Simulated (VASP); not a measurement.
# Sr (P6_3/mmc) in VASP: further runs

The runs below take Sr through relaxation of cell and atoms, with PBE.

Program: VASP 6.6.1. These are calculated values, not measurements. Logs are shortened: lines on timing, memory, paths and dates and some standing lists are left out, and cuts for length are marked.

**1. The cell of the first run**

It takes space group P6_3/mmc (No. 194, hexagonal). The conventional cell has a = 3.223 Å, b = 3.223 Å, c = 10.475 Å, α = 90.00°, β = 90.00°, γ = 120.00°. Within 4.2 Å of Sr (site symmetry -3m) lie 12 Sr at 3.21 to 3.22 Å. Sr (site symmetry -6m2) has 12 Sr at 3.21 to 3.22 Å within 4.2 Å.

**2. Relaxation of cell and atoms, PBE, target pressure 33 GPa, at which the enthalpy is minimised**

The input, INCAR:

```
  PREC = Accurate
  ENCUT = 600
  EDIFF = 1E-6
  ISMEAR = -1
  SIGMA = 0.05
  LREAL = False
  LASPH = True
  NELM = 80
  ALGO = Normal
  ISIF = 3
  LWAVE = False
  LCHARG = False
  GGA = PE
  IBRION = 2
  NSW = 60
  EDIFFG = -0.005
  PSTRESS = 330.0
```

The input, KPOINTS:

```
regular mesh
0
Gamma
  11 11 3
```

The input, POSCAR:

```
Sr
1.0
    3.2229685251      0.0000000000      0.0000000000
   -1.6114842626      2.7911726183      0.0000000000
    0.0000000000      0.0000000000     10.4746477066
Sr
4
Direct
    0.0000000000      0.0000000000      0.0000000000
    0.0000000000      0.0000000000      0.5000000000
    0.3333333333      0.6666666667      0.2500000000
    0.6666666667      0.3333333333      0.7500000000
```

Potentials or basis: VASP PAW PBE potentials, release 64 (Sr_sv).

Started as:

```sh
$ cat potpaw_PBE.64/Sr_sv/POTCAR > POTCAR
$ mpirun -np 1 vasp_std > vasp.out
```

OUTCAR:

```text
PREC = Accurate
   ENCUT = 600
   EDIFF = 1E-6
   ISMEAR = -1
   LREAL = False
   LASPH = True
   NELM = 80
   ISIF = 3
   GGA = PE
   IBRION = 2
   NSW = 60
   EDIFFG = -0.005
   PSTRESS = 330.0

 ion  position               nearest neighbor table
   1  0.000  0.000  0.000-   3 3.21   4 3.21   3 3.21   4 3.21   4 3.21   3 3.21   4 4.55   3 4.55
                             3 4.55   4 4.55   3 4.55   4 4.55
   2  0.000  0.000  0.500-   3 3.21   4 3.21   3 3.21   4 3.21   4 3.21   3 3.21   4 4.55   3 4.55
                             3 4.55   4 4.55   3 4.55   4 4.55
   3  0.333  0.667  0.250-   1 3.21   2 3.21   1 3.21   2 3.21   1 3.21   2 3.21   1 4.55   2 4.55
                             1 4.55   2 4.55   1 4.55   2 4.55
   4  0.667  0.333  0.750-   1 3.21   2 3.21   1 3.21   2 3.21   1 3.21   2 3.21   1 4.55   2 4.55
                             1 4.55   2 4.55   1 4.55   2 4.55

  LATTYP: Found a hexagonal cell.
 ALAT       =     3.2229685251
 C/A-ratio  =     3.2500000000

  Lattice vectors:

 A1 = (   3.2229685251,   0.0000000000,   0.0000000000)
 A2 = (  -1.6114842626,   2.7911726183,   0.0000000000)
 A3 = (   0.0000000000,   0.0000000000,  10.4746477066)

Analysis of symmetry for initial positions (statically):
=====================================================================
 Subroutine PRICEL returns:
 Original cell was already a primitive cell.

 Routine SETGRP: Setting up the symmetry group for a
 hexagonal supercell.

 Subroutine GETGRP returns: Found 24 space group operations
 (whereof 12 operations were pure point group operations)
 out of a pool of 24 trial point group operations.

The static configuration has the point symmetry D_3d.
 The point group associated with its full space group is D_6h.

Analysis of symmetry for dynamics (positions and initial velocities):
=====================================================================
 Subroutine PRICEL returns:
 Original cell was already a primitive cell.

 Routine SETGRP: Setting up the symmetry group for a
 hexagonal supercell.

 Subroutine GETGRP returns: Found 24 space group operations
 (whereof 12 operations were pure point group operations)
 out of a pool of 24 trial point group operations.

The dynamic configuration has the point symmetry D_3d.
 The point group associated with its full space group is D_6h.

 Subroutine INISYM returns: Found 24 space group operations
 (whereof 12 operations are pure point group operations),
[... 105 lines left out ...]
   NFREE  =      1    steps in history (QN), initial steepest desc. (CG)
   ISIF   =      3    stress and relaxation
   ISYM   =      2    0-nonsym 1-usesym 2-fastsym
   POTIM  = 0.5000    time-step for ionic-motion
   TEBEG  =    0.0;   TEEND  =   0.0 temperature during run
   PSTRESS=  330.0 pullay stress
   NELECT =      40.0000    total number of electrons
   NUPDOWN=      -1.0000    fix difference up-down
   EMIN   =  10.00;   EMAX   =-10.00  energy-range for DOS
   EFERMI =   0.00;   METHOD = LEGACY
   ISMEAR =    -1;   SIGMA  =   0.05  broadening in eV -4-tet -1-fermi 0-gaus
   EFERMI_NEDOS =   21; number of points for ismear=-14 and -15
   IALGO  =     38    algorithm
   IMIX   =      4    mixing-type and parameters
     AMIX     =   0.40;   BMIX     =  1.00
     AMIX_MAG =   1.60;   BMIX_MAG =  1.00
  volume/ion in A,a.u.               =      23.56       158.97
  Fermi-wavevector in a.u.,A,eV,Ry     =   1.230365  2.325053 20.596485  1.513799
  Thomas-Fermi vector in A             =   2.365217
   LORBIT       =      0    0 simple, 1 ext, 2 COOP (PROOUT), +10 PAW based schemes
   GGA     = PE    functional components
   LHFCALC =     F    Hartree Fock is set to
   AEXX    =    0.0000 exact exchange contribution
   IVDW    =     0    specifies the selected vdW correction
   LEPSILON=     F    determine dielectric tensor
   LRPA    =     F    only Hartree local field effects (RPA)
 conjugate gradient relaxation of ions
 non-spin polarized calculation
  energy-cutoff  :      600.00
  volume of cell :       94.23
 maximum number of plane-waves:      3173
 NGX is ok and might be reduce to    28

--------------------------------------- Ionic step        1  -------------------------------------------

 number of electron      40.0000000 magnetization

 Free energy of the ion-electron system (eV)
  ---------------------------------------------------
  ext. energy  EPLUGINS =         0.00000000
  ---------------------------------------------------
  free energy    TOTEN  =         1.01185850 eV

  energy without entropy =        1.04407105  energy(sigma->0) =        1.02796477

------------------------ aborting loop because EDIFF is reached ----------------------------------------

  FORCE on cell =-STRESS in cart. coord.  units (eV):
  Direction    XX          YY          ZZ          XY          YZ          ZX
  --------------------------------------------------------------------------------------
  -------------------------------------------------------------------------------------
  Total       19.3613536     19.3613536     19.2330557     -0.0000000      0.0000000     -0.0000000
  in kB      329.2032500    329.2032500    327.0217856     -0.0000000      0.0000000     -0.0000000
  external PRESSURE =      -1.5239048 kB  Pullay stress =     330.0000000 kB
[... 267 lines left out ...]
--------------------------------------- Ionic step        8  -------------------------------------------

 number of electron      40.0000000 magnetization

 Free energy of the ion-electron system (eV)
  ---------------------------------------------------
  ext. energy  EPLUGINS =         0.00000000
  ---------------------------------------------------
  free energy    TOTEN  =         1.04428289 eV

  energy without entropy =        1.07630847  energy(sigma->0) =        1.06029568

 E-fermi :   5.4614     XC(G=0): -10.5088

 val. band max:        5.4405742994   @ k =   0.1818   0.0909   0.0000
 cond. band min:       5.4849256780   @ k =   0.3636   0.1818   0.3333
 fundamental gap:      0.0443513786
 Fermi energy:         5.4614227273

 k-point     1 :       0.0000    0.0000    0.0000
  band No.  band energies     occupation
      1     -30.2477      2.00000
      2     -30.0494      2.00000
      3     -29.9812      2.00000
      4     -29.7679      2.00000
      5     -13.5265      2.00000
      6     -12.3927      2.00000
[... 637 lines left out ...]
     23       6.8092      0.00000
     24       7.1577      0.00000

 [... further k-points ...]

------------------------ aborting loop because EDIFF is reached ----------------------------------------

  FORCE on cell =-STRESS in cart. coord.  units (eV):
  Direction    XX          YY          ZZ          XY          YZ          ZX
  --------------------------------------------------------------------------------------
  -------------------------------------------------------------------------------------
  Total       19.3558986     19.3558986     19.3556683     -0.0000000     -0.0000000     -0.0000000
  in kB      329.6655597    329.6655597    329.6616370     -0.0000000     -0.0000000     -0.0000000
  external PRESSURE =      -0.3357479 kB  Pullay stress =     330.0000000 kB
[... 23 lines left out ...]
  energy  without entropy=        1.0763084661  energy(sigma->0) =        1.06029568

  enthalpy is  TOTEN    =        20.4198177279 eV   P V=       19.3755348357

 reached required accuracy - stopping structural energy minimisation
```

Run time: 2.7 min. Hardware: 1 thread of Intel Xeon 6975P-C (Granite Rapids), shared host; peak memory 0.28 GiB.

What came out:

- Free energy: 1.0443 eV
- Relaxed volume: 23.52 Å³/atom
- Relaxed cell: a = 3.225 Å, b = 3.225 Å, c = 10.443 Å, α = 90.00°, β = 90.00°, γ = 120.00°
- Space group after relaxing (to 0.05 Å): P6_3/mmc (No. 194)
- Energy change on relaxing (the enthalpy is what falls): +8.1 meV/atom
- Ionic steps: 8
- Pressure after relaxing: 33.0 GPa
- Band gap on the k mesh: zero (band 20 reaches 6.01 eV, above the bottom of band 21 at 5.01 eV)

The path:
| step | energy change (eV) | largest force (eV/Å) | pressure (GPa) | volume (Å³) |
| --- | --- | --- | --- | --- |
| 1 | 0.0000 | 0.0000 | 32.85 | 94.23 |
| 2 | 0.0627 | 0.0000 | 33.09 | 93.92 |
| 3 | 0.0513 | 0.0000 | 33.10 | 93.98 |
| 4 | 0.0412 | 0.0000 | 33.06 | 94.03 |
| 5 | 0.0387 | 0.0000 | 33.02 | 94.04 |
| 6 | 0.0404 | 0.0000 | 33.00 | 94.03 |
| 7 | 0.0373 | 0.0000 | 32.99 | 94.05 |
| 8 | 0.0324 | 0.0000 | 32.97 | 94.07 |

Final structure:
```
Sr
1.0
     3.22518    0.00000    0.00000
    -1.61259    2.79309    0.00000
     0.00000    0.00000   10.44269
Sr
4
Direct
  0.00000 0.00000 0.00000
  0.00000 0.00000 0.50000
  0.33333 0.66667 0.25000
  0.66667 0.33333 0.75000
```

Caveat: the cell is relaxed towards a set pressure, so the enthalpy falls and the energy may rise.

**3. Relaxation of cell and atoms, PBE, target pressure 33 GPa, at which the enthalpy is minimised**

This run uses another cell than the first one: it holds 2 atoms, not 4.

The input, INCAR:

```
  ALGO = Normal
  EDIFF = 1E-7
  EDIFFG = -0.005
  ENCUT = 600
  GGA = PE
  IBRION = 2
  ISIF = 3
  ISMEAR = -1
  LASPH = T
  LCHARG = F
  LREAL = F
  LWAVE = F
  NELM = 100
  NSW = 60
  PREC = Accurate
  PSTRESS = 330.0
  SIGMA = 0.05
```

The input, KPOINTS:

```
k-points
0
Gamma
  14 14 8
```

The input, POSCAR:

```
Sr
1.0
    3.2262809308      0.0000000000      0.0000000000
   -1.6131404654      2.7940412459      0.0000000000
    0.0000000000      0.0000000000      5.2265751080
Sr
2
Direct
    0.3333333333      0.6666666667      0.2500000000
    0.6666666667      0.3333333333      0.7500000000
```

Potentials or basis: VASP PAW PBE potentials, release 64 (Sr_sv).

Started as:

```sh
$ cat potpaw_PBE.64/Sr_sv/POTCAR > POTCAR
$ mpirun -np 1 vasp_std > vasp.out
```

Wall time 7.5 min (1 thread of Oxide Virtual Turin-like, shared host); peak memory 0.21 GiB.

It converged, with:

| Item | Value |
| --- | --- |
| Free energy | 0.6003 eV |
| Relaxed volume | 23.16 Å³/atom |
| Relaxed cell | a = 3.273 Å, b = 3.273 Å, c = 4.993 Å, α = 90.00°, β = 90.00°, γ = 120.00° |
| Space group after relaxing (to 0.05 Å) | P6_3/mmc (No. 194) |
| Energy change on relaxing (the enthalpy is what falls) | +75.2 meV/atom |
| Ionic steps | 8 |
| Pressure after relaxing | 33.0 GPa |
| Band gap on the k mesh | zero (band 10 reaches 6.08 eV, above the bottom of band 11 at 4.92 eV) |

Step by step:
| step | energy change (eV) | largest force (eV/Å) | pressure (GPa) | volume (Å³) |
| --- | --- | --- | --- | --- |
| 1 | 0.0000 | 0.0000 | 32.58 | 47.11 |
| 2 | 0.0813 | 0.0000 | 33.08 | 46.69 |
| 3 | 0.2751 | 0.0000 | 34.28 | 45.73 |
| 4 | 0.2422 | 0.0000 | 33.85 | 45.88 |
| 5 | 0.2111 | 0.0000 | 33.44 | 46.02 |
| 6 | 0.2128 | 0.0000 | 33.46 | 46.02 |
| 7 | 0.1848 | 0.0000 | 33.25 | 46.15 |
| 8 | 0.1504 | 0.0000 | 33.00 | 46.32 |

Final structure:
```yaml
crystal:
  lattice:
    - [3.27277, 0.00000, 0.00000]
    - [-1.63638, 2.83430, 0.00000]
    - [0.00000, 0.00000, 4.99314]
  atoms:
    - { symbol: Sr, position: [0.33333, 0.66667, 0.25000] }
    - { symbol: Sr, position: [0.66667, 0.33333, 0.75000] }
```

Levels at points of the mesh, in eV from the Fermi level:
```
           k point  band 6  band 7  band 8  band 9  band 10  band 11  band 12  band 13  band 14
(0.00, 0.00, 0.00)  -16.60  -16.60  -16.44   -3.82    -1.86     2.84     2.84     3.83     4.11
(0.50, 0.00, 0.00)  -17.57  -17.24  -16.80   -1.69    -0.80    -0.74     2.32     2.37     3.73
(0.00, 0.00, 0.50)  -16.81  -16.81  -16.81   -1.85    -1.85     2.37     2.37     2.69     2.69
(0.50, 0.00, 0.50)  -17.20  -17.10  -17.10   -1.64    -1.64     0.65     0.65     4.42     4.42
```

Caveat: the cell is relaxed towards a set pressure, so the enthalpy falls and the energy may rise.
